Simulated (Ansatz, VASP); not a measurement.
# Two plane-wave programs on BiAu

```
CELL_PARAMETERS angstrom
0.00000 2.95445 2.95445
2.95445 0.00000 2.95445
2.95445 2.95445 0.00000
ATOMIC_POSITIONS crystal
Au 0.50000 0.50000 0.50000
Bi 0.00000 0.00000 0.00000
```

Alike in both runs: task single point; functional PBEsol; k mesh 10 × 10 × 10; occupations gaussian, width 0.05 eV; no spin polarisation.

|  | VASP | Ansatz |
| --- | --- | --- |
| version | VASP 6.6.1 | Ansatz 0.2.0 |
| potentials or method | VASP PAW PBE potentials, release 64 (Au, Bi_d), cutoff 520 eV | scalar-relativistic, plane waves, PAW |
| valence electrons in the cell | 26 | 34 |

```tsv
	VASP	Ansatz	Ansatz less VASP
pressure (GPa)	-3.1	-3.0	+0.06
```

VASP's potentials were made for PBE, not for PBEsol. The functional is the same, so the differences come from potentials, cutoffs and numerics. VASP's potentials hold 26 valence electrons a cell and Ansatz's 34, so a difference there can come from the potentials and not from the codes.

Spin-orbit coupling is off throughout.
